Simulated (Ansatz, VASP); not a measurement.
**CaO in VASP and in Ansatz**

```xyz
2
Lattice="0.0000 2.4455 2.4455 2.4455 0.0000 2.4455 2.4455 2.4455 0.0000" Properties=species:S:1:pos:R:3 pbc="T T T"
Ca    0.0000    0.0000    0.0000
O     2.4455    2.4455    2.4455
```

Change from the starting cell: hydrostatic strain +2.0%.

Alike in both runs: task single point; functional HSE06; k mesh 6 × 6 × 6; no spin polarisation.

|  | VASP | Ansatz |
| --- | --- | --- |
| version | VASP 6.6.1 | Ansatz 0.2.0 |
| potentials or method | VASP PAW PBE potentials, release 64 (Ca_sv, O) | plane waves, PAW |
| plane-wave cutoff (eV) | 520 | 420 |
| occupations | gaussian, width 0.01 eV | fixed |
| valence electrons in the cell | 16 | 16 |

|  | VASP | Ansatz | Ansatz less VASP |
| --- | --- | --- | --- |
| gap on the k mesh at the Fermi level (eV) | 5.29 | 5.31 | +0.014 |
| pressure (GPa) | -5.3 | -5.8 | -0.57 |

Ansatz's warnings: stress exchange threshold loose, stress scf threshold loose.
